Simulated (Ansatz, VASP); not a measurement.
One calculation of Li, two programs

The input INCAR:

```
ALGO = Fast
EDIFF = 1E-6
ENCUT = 520
GGA = PE
ISIF = 2
ISMEAR = 0
LASPH = T
LCHARG = T
LELF = T
LREAL = F
LVHAR = T
LWAVE = F
NBANDS = 14
NELM = 100
PREC = Accurate
SIGMA = 0.1
```

File KPOINTS:

```
k-points
0
Gamma
  10 10 10
```

The input POSCAR:

```
Li
1.0
    4.4792070216      0.0000000000      0.0000000000
    0.0000000000      4.4792070216      0.0000000000
    0.0000000000      0.0000000000      4.4792070216
Li
4
Direct
    0.8940098454      0.1059901546      0.6059901546
    0.3940098454      0.3940098454      0.3940098454
    0.1059901546      0.6059901546      0.8940098454
    0.6059901546      0.8940098454      0.1059901546
```

Input for Ansatz:

```yaml
crystal:
  lattice:
    - [4.4792070216, 0.0, 0.0]
    - [0.0, 4.4792070216, 0.0]
    - [0.0, 0.0, 4.4792070216]
  atoms:
    - { symbol: Li, position: [0.8940098454, 0.1059901546, 0.6059901546] }
    - { symbol: Li, position: [0.3940098454, 0.3940098454, 0.3940098454] }
    - { symbol: Li, position: [0.1059901546, 0.6059901546, 0.8940098454] }
    - { symbol: Li, position: [0.6059901546, 0.8940098454, 0.1059901546] }
basis:
  ecutwfc: 420
kpoints:
  mp_grid: { grid: [10, 10, 10] }
hamiltonian:
  xc: pbe
scf:
  occupations: { method: gaussian, width: 0.1 }
output:
  forces: true
  stress: true
  eigenvalues: true
```

Alike in both runs: task single point; functional PBE; k mesh 10 × 10 × 10; occupations gaussian, width 0.1 eV; no spin polarisation.

|  | VASP | Ansatz |
| --- | --- | --- |
| version | VASP 6.6.1 | Ansatz 0.2.0 |
| potentials or method | VASP PAW PBE potentials, release 64 (Li_sv), cutoff 520 eV | scalar-relativistic, plane waves, PAW |
| valence electrons in the cell | 12 | 12 |

```tsv
	VASP	Ansatz	Ansatz less VASP
gap on the k mesh at the Fermi level (eV)	none	none	-
rms of the force components (eV/Å)	0.114	0.114	0.0000
```

Atom by atom the forces differ by 0.000 eV/Å (rms over components). A gap of «none» marks a metal or a gap that the smearing closes.

Noted on VASP's run: the cutoff is short for stress, so the pressure is rough.
